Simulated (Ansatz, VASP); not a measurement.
**Na2S: VASP beside Ansatz**

File INCAR:

```
PREC = Accurate
ENCUT = 400
EDIFF = 1E-8
ISMEAR = -1
SIGMA = 0.02
LREAL = F
LASPH = T
NELM = 120
ALGO = Normal
ISIF = 2
LWAVE = F
LCHARG = F
GGA = PS
LEFG = T
NBANDS = 17
GGA_COMPAT = F
```

File KPOINTS:

```
regular mesh
0
Gamma
  8 8 8
```

POSCAR

```
Na2S
1.0
    0.0000000000      3.3059391347      3.3059391347
    3.3059391347      0.0000000000      3.3059391347
    3.3059391347      3.3059391347      0.0000000000
Na S
2 1
Direct
    0.2500000000      0.2500000000      0.2500000000
    0.7500000000      0.7500000000      0.7500000000
    0.0000000000      0.0000000000      0.0000000000
```

Input for Ansatz:

```yaml
crystal:
  lattice:
    - [0.0, 3.3059391347, 3.3059391347]
    - [3.3059391347, 0.0, 3.3059391347]
    - [3.3059391347, 3.3059391347, 0.0]
  atoms:
    - { symbol: Na, position: [0.25, 0.25, 0.25] }
    - { symbol: Na, position: [0.75, 0.75, 0.75] }
    - { symbol: S, position: [0.0, 0.0, 0.0] }
kpoints:
  mp_grid: { grid: [8, 8, 8] }
scf:
  occupations: { method: fermi_dirac, width: 0.02 }
hamiltonian:
  xc: pbesol
  pseudopotentials: { kind: all_electron, datasets: crystal }
output:
  forces: true
  stress: true
  eigenvalues: true
  efg: { contact_densities: true }
```

Change from the starting cell: volume scaled by 1.04, crystal datasets.

Alike in both runs: task electric field gradients; functional PBEsol; k mesh 8 × 8 × 8; occupations fermi-dirac, width 0.02 eV; no spin polarisation.

|  | VASP | Ansatz |
| --- | --- | --- |
| version | VASP 6.6.1 | Ansatz 0.2.0 |
| potentials or method | VASP PAW PBE potentials, release 64 (Na_pv, S), cutoff 400 eV | all-electron PAW with datasets made for the crystal, scalar-relativistic |

Ansatz gave:

```
gap on the k mesh at the Fermi level (eV) : 2.27
pressure (GPa)                            : -1.3
```

Problem. What did VASP give for the same quantities?

Solution. gap on the k mesh at the Fermi level (eV): 2.26; pressure (GPa): -1.5.

VASP's potentials were made for PBE, not for PBEsol. Ansatz ran all-electron here, and VASP with PAW potentials.
